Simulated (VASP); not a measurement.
A run of VASP 6.6.1 is set up as follows.

POSCAR

```
CsPbBr3
1.0
    5.8816650000      0.0000000000      0.0000000000
    0.0000000000      5.8816650000      0.0000000000
    0.0000000000      0.0000000000      5.8816650000
Cs Pb Br
1 1 3
Direct
    0.0000000000      0.0000000000      0.0000000000
    0.5000000000      0.5000000000      0.5000000000
    0.5000000000      0.5000000000      0.0000000000
    0.0000000000      0.5000000000      0.5000000000
    0.5000000000      0.0000000000      0.5000000000
```

Contents of INCAR.step1:

```
SYSTEM = CsPbBr3
ALGO = Normal ; EDIFF = 1E-4
ENCUT = 520 ; GGA = PE
ISMEAR = -1 ; LASPH = .TRUE.
LCHARG = .FALSE. ; LREAL = .FALSE.
LWAVE = .TRUE. ; NBANDS = 30
NELM = 80 ; PREC = Accurate
SIGMA = 0.05
```

File INCAR.step2:

```
SYSTEM = CsPbBr3
ALGO = Normal ; EDIFF = 1E-7
ENCUT = 520 ; ISIF = 2
ISMEAR = -1 ; ISTART = 1
LASPH = .TRUE. ; LCHARG = .FALSE.
LMIXTAU = .TRUE. ; LREAL = .FALSE.
LWAVE = .FALSE. ; METAGGA = R2SCAN
NBANDS = 30 ; NELM = 80
PREC = Accurate ; SIGMA = 0.05
```

File KPOINTS:

```
k-points
0
G
  4 4 4
  0 0 0
```

Potentials or basis: VASP PAW PBE potentials, release 64 (Cs_sv, Pb_d, Br).

The run is started by

```console
$ cat potpaw_PBE.64/Cs_sv/POTCAR potpaw_PBE.64/Pb_d/POTCAR potpaw_PBE.64/Br/POTCAR > POTCAR
$ cp INCAR.step1 INCAR
$ mpirun -np 1 vasp_std > vasp.out
$ cp INCAR.step2 INCAR
$ mpirun -np 1 vasp_std > vasp.out
```

Question: What does it give for the band gap on the k mesh?

Answer: 1.93 eV.

Question: What does it give for the pressure?

Answer: 0.7 GPa.

Caveat: the PAW data sets were made with another functional, which shifts forces and pressure a little; spin-orbit coupling is left out, which moves the levels of the heavy elements. A k mesh can miss the band edges.
